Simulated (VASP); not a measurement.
A run of VASP 6.6.1 is set up as follows.

File INCAR:

```
ALGO = Normal ; EDIFF = 1E-7
ENCUT = 520 ; GGA = PS
ISIF = 2 ; ISMEAR = 0
LASPH = True ; LCHARG = False
LREAL = False ; LWAVE = False
NBANDS = 11 ; NELM = 100
PREC = Accurate ; SIGMA = 0.05
```

File KPOINTS:

```
k-points
0
Gamma
  12 12 12
```

Contents of POSCAR:

```
C
1.0
    0.0000000000      1.9260720000      1.6407280000
    1.9260720000      0.0000000000      1.6407280000
    1.9260720000      1.9260720000      0.0000000000
C
2
Direct
    0.5000000000      0.5000000000      0.5000000000
    0.7500000000      0.7500000000      0.7500000000
```

Potentials or basis: VASP PAW PBE potentials, release 64 (C).

The run is started by

```console
$ cat potpaw_PBE.64/C/POTCAR > POTCAR
$ mpirun -np 1 vasp_std > vasp.out
```

Q: Estimate the band gap on the k mesh.

A: 0.26 eV (least direct gap 3.04 eV).

Q: What does it give for the pressure?

A: -30.2 GPa.

Stress tensor (GPa, compression positive):
```
-67.97   0.00   0.00
  0.00 -67.97   0.00
  0.00   0.00  45.48
```

Caveat: the cell differs from its parent crystal (strain +0.080 along x and y, -0.080 along z); the cell stands under tension; the PAW data sets were made with another functional, which shifts forces and pressure a little. A k mesh can miss the band edges.
